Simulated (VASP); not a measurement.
A run of VASP 6.6.1:

The input INCAR:

```
SYSTEM = WS2
  PREC = Accurate
  ENCUT = 520
  EDIFF = 1E-6
  ISMEAR = 0
  SIGMA = 0.05
  LREAL = .False.
  LASPH = .True.
  NELM = 100
  ALGO = Normal
  ISIF = 2
  LWAVE = .False.
  LCHARG = .False.
  GGA = PS
  IVDW = 12
  NBANDS = 20
```

The input KPOINTS:

```
regular mesh
0
Gamma
  12 12 2
  0 0 0
```

File POSCAR:

```
WS2
1.0
    3.1496284570      0.0000000000      0.0000000000
   -1.5748142285      2.7276582562      0.0000000000
    0.0000000000      0.0000000000     17.0768483000
W S
1 2
Direct
    0.3333333333      0.6666666667      0.0000000000
    0.6666666667      0.3333333333      0.9071447969
    0.6666666667      0.3333333333      0.0928552031
```

Potentials or basis: VASP PAW PBE potentials, release 64 (W_sv, S).

The run is started by

```sh
$ cat potpaw_PBE.64/W_sv/POTCAR potpaw_PBE.64/S/POTCAR > POTCAR
$ mpirun -np 1 vasp_std > vasp.out
```

Hardware: 1 thread of Intel Xeon 6975P-C, on a shared host.

Task: Estimate the wall time of this run.

Result: It took 2.6 min on 1 thread of Intel Xeon 6975P-C, with other jobs on the host, peak memory 0.31 GiB. Counts: scf iterations 21, k points 38.
